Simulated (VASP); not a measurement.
The system is SiO2.

```
Si O
1.0
     4.99600    0.00000    0.00000
     0.00000    4.99600    0.00000
     0.00000    0.00000    7.01600
Si O
4 8
Direct
  0.29525 0.29525 0.00000
  0.20475 0.79525 0.25000
  0.70475 0.70475 0.50000
  0.79525 0.20475 0.75000
  0.24060 0.09515 0.17482
  0.40485 0.74060 0.42482
  0.75940 0.90485 0.67482
  0.59515 0.25940 0.92482
  0.74060 0.40485 0.57518
  0.90485 0.75940 0.32518
  0.25940 0.59515 0.07518
  0.09515 0.24060 0.82518
```

- Program: VASP 6.6.1
- Task: relaxation of the atoms
- Functional: PBE
- Potentials or basis: VASP PAW PBE potentials, release 64 (Si, O)
- Cutoff: 520 eV
- k mesh: 4 × 4 × 3
- Occupations: fermi-dirac, width 0.02 eV
- Spin: no spin polarisation

At the start: pressure 7.5 GPa; volume 14.59 Å³/atom.

Task: Where does the relaxation end?

Result: Over 18 steps the energy falls by 12.8 meV/atom at a fixed cell; space group P4_12_12 (No. 92, to 0.1 Å) before and after.

The path:
```tsv
step	energy change (eV)	largest force (eV/Å)	pressure (GPa)
1	0.0000	0.4681	7.48
2	-0.0319	0.7685	6.02
3	-0.0348	0.5601	6.33
4	-0.0630	0.5027	5.56
5	-0.1135	0.3503	3.26
6	-0.1191	0.2907	2.20
7	-0.1257	0.1979	2.16
8	-0.1374	0.2650	2.06
9	-0.1387	0.3245	2.02
10	-0.1424	0.2638	1.98
11	-0.1489	0.0972	1.87
12	-0.1495	0.0752	1.82
13	-0.1499	0.0715	1.78
14	-0.1507	0.0609	1.66
15	-0.1521	0.0403	1.41
16	-0.1529	0.0541	0.90
17	-0.1528	0.0678	0.83
18	-0.1530	0.0158	0.88
```

Final structure:
```cif
data_structure
_symmetry_space_group_name_H-M 'P 1'
_symmetry_Int_Tables_number 1
_cell_length_a 4.9960
_cell_length_b 4.9960
_cell_length_c 7.0160
_cell_angle_alpha 90.000
_cell_angle_beta 90.000
_cell_angle_gamma 90.000
_cell_volume 175.12
loop_
_atom_site_label
_atom_site_type_symbol
_atom_site_fract_x
_atom_site_fract_y
_atom_site_fract_z
_atom_site_occupancy
Si1 Si 0.30190 0.30190 0.00000 1
Si2 Si 0.19810 0.80190 0.25000 1
Si3 Si 0.69810 0.69810 0.50000 1
Si4 Si 0.80190 0.19810 0.75000 1
O1 O 0.23811 0.11011 0.18164 1
O2 O 0.38989 0.73811 0.43164 1
O3 O 0.76189 0.88989 0.68164 1
O4 O 0.61011 0.26189 0.93164 1
O5 O 0.73811 0.38989 0.56836 1
O6 O 0.88989 0.76189 0.31836 1
O7 O 0.26189 0.61011 0.06836 1
O8 O 0.11011 0.23811 0.81836 1
```
